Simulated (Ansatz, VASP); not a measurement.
# Mo in VASP and in Ansatz

Contents of INCAR:

```
SYSTEM = Mo
ALGO = Fast
DIPOL = 0.5 0.5 0.500
EDIFF = 1E-6
ENCUT = 520
GGA = PE
IDIPOL = 3
ISIF = 2
ISMEAR = 0
LASPH = .TRUE.
LCHARG = .FALSE.
LDIPOL = .TRUE.
LREAL = .FALSE.
LWAVE = .FALSE.
NBANDS = 66
NELM = 100
PREC = Accurate
SIGMA = 0.1
```

The input KPOINTS:

```
k-points
0
G
  11 11 1
  0 0 0
```

File POSCAR:

```
Mo
1.0
    3.1604388711      0.0000000000      0.0000000000
    0.0000000000      3.1604388711      0.0000000000
    0.0000000000      0.0000000000     26.0615360489
Mo
8
Direct
    0.5000000000      0.5000000000      0.2877804281
    0.0000000000      0.0000000000      0.3484145915
    0.5000000000      0.5000000000      0.4090487549
    0.0000000000      0.0000000000      0.4696829183
    0.5000000000      0.5000000000      0.5303170817
    0.0000000000      0.0000000000      0.5909512451
    0.5000000000      0.5000000000      0.6515854085
    0.0000000000      0.0000000000      0.7122195719
```

Input for Ansatz:

```yaml
crystal:
  lattice:
    - [3.1604388711, 0.0, 0.0]
    - [0.0, 3.1604388711, 0.0]
    - [0.0, 0.0, 26.0615360489]
  atoms:
    - { symbol: Mo, position: [0.5, 0.5, 0.2877804281] }
    - { symbol: Mo, position: [0.0, 0.0, 0.3484145915] }
    - { symbol: Mo, position: [0.5, 0.5, 0.4090487549] }
    - { symbol: Mo, position: [0.0, 0.0, 0.4696829183] }
    - { symbol: Mo, position: [0.5, 0.5, 0.5303170817] }
    - { symbol: Mo, position: [0.0, 0.0, 0.5909512451] }
    - { symbol: Mo, position: [0.5, 0.5, 0.6515854085] }
    - { symbol: Mo, position: [0.0, 0.0, 0.7122195719] }
basis:
  ecutwfc: 420
kpoints:
  mp_grid: { grid: [11, 11, 1] }
hamiltonian:
  xc: pbe
scf:
  occupations: { method: gaussian, width: 0.1 }
output:
  forces: true
  stress: true
  eigenvalues: true
  write_density: true
  write_potential: true
  elf: true
  volumetric_format: npy
efield:
  axis: 3
  dipole_correction: true
  ramp_width: 0.04
```

Alike in both runs: task single point; functional PBE; k mesh 11 × 11 × 1; occupations gaussian, width 0.1 eV; no spin polarisation.

|  | VASP | Ansatz |
| --- | --- | --- |
| version | VASP 6.6.1 | Ansatz 0.2.0 |
| potentials or method | VASP PAW PBE potentials, release 64 (Mo_sv), cutoff 520 eV | scalar-relativistic, plane waves, PAW |
| valence electrons in the cell | 112 | 112 |

```tsv
	VASP	Ansatz	Ansatz less VASP
gap on the k mesh at the Fermi level (eV)	none	none	-
rms of the force components (eV/Å)	0.641	0.644	+0.0026
```

Atom by atom the forces differ by 0.007 eV/Å (rms over components). A gap of «none» marks a metal or a gap that the smearing closes. The functional is the same, so the differences come from potentials, cutoffs and numerics. Ansatz's warnings: xc potential rough in thin density.
